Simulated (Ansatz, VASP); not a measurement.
**Mg: VASP beside Ansatz**

```
Mg
1.0
     3.20927    0.00000    0.00000
    -1.60464    2.77931    0.00000
     0.00000    0.00000    5.21033
Mg
2
Direct
  0.25238 0.50476 0.25000
  0.66667 0.33333 0.75000
```

Alike in both runs: task single point; functional PBEsol; k mesh 18 × 18 × 10; occupations gaussian, width 0.15 eV; no spin polarisation.

|  | VASP | Ansatz |
| --- | --- | --- |
| version | VASP 6.6.1 | Ansatz 0.2.0 |
| potentials or method | VASP PAW PBE potentials, release 64 (Mg), cutoff 520 eV | scalar-relativistic, plane waves, PAW |
| valence electrons in the cell | 4 | 20 |

VASP gave:

| Property | Result |
| --- | --- |
| gap on the k mesh at the Fermi level (eV) | none |
| pressure (GPa) | -0.9 |
| traceless stress, the component that is largest in VASP (GPa) | -1.42 |
| rms of the force components (eV/Å) | 0.082 |

Question: Which values does Ansatz return?

Answer: gap on the k mesh at the Fermi level (eV): none; pressure (GPa): -0.8; traceless stress, the component that is largest in VASP (GPa): -1.41; rms of the force components (eV/Å): 0.082.

VASP's potentials were made for PBE, not for PBEsol. Atom by atom the forces differ by 0.000 eV/Å (rms over components). A gap of «none» marks a metal or a gap that the smearing closes. VASP's potentials hold 4 valence electrons a cell and Ansatz's 20, so a difference there can come from the potentials and not from the codes.
